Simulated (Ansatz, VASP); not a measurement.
**TiO2 in VASP and in Ansatz**

```
Ti O
1.0
    -1.89961    1.89961    4.84851
     1.89961   -1.89961    4.84851
     1.89961    1.89961   -4.84851
Ti O
2 4
Direct
  0.00000 0.00000 0.00000
  0.75000 0.25000 0.50000
  0.20649 0.20649 0.00000
  0.95649 0.45649 0.50000
  0.54351 0.04351 0.50000
  0.79351 0.79351 0.00000
```

Alike in both runs: task single point; functional PBEsol; k mesh 10 × 10 × 10; occupations gaussian, width 0.02 eV; no spin polarisation.

|  | VASP | Ansatz |
| --- | --- | --- |
| version | VASP 6.6.1 | Ansatz 0.2.0 |
| potentials or method | VASP PAW PBE potentials, release 64 (Ti_sv, O), cutoff 520 eV | scalar-relativistic, plane waves, PAW |
| valence electrons in the cell | 48 | 48 |

|  | VASP | Ansatz | Ansatz less VASP |
| --- | --- | --- | --- |
| gap on the k mesh at the Fermi level (eV) | 2.07 | 2.09 | +0.023 |
| least direct gap on the mesh (eV) | 2.37 | 2.39 | +0.021 |
| pressure (GPa) | -5.3 | -5.9 | -0.67 |
| traceless stress, the component that is largest in VASP (GPa) | -0.17 | -0.21 | -0.047 |
| rms of the force components (eV/Å) | 0.041 | 0.049 | +0.0083 |

VASP's potentials were made for PBE, not for PBEsol. Atom by atom the forces differ by 0.008 eV/Å (rms over components).
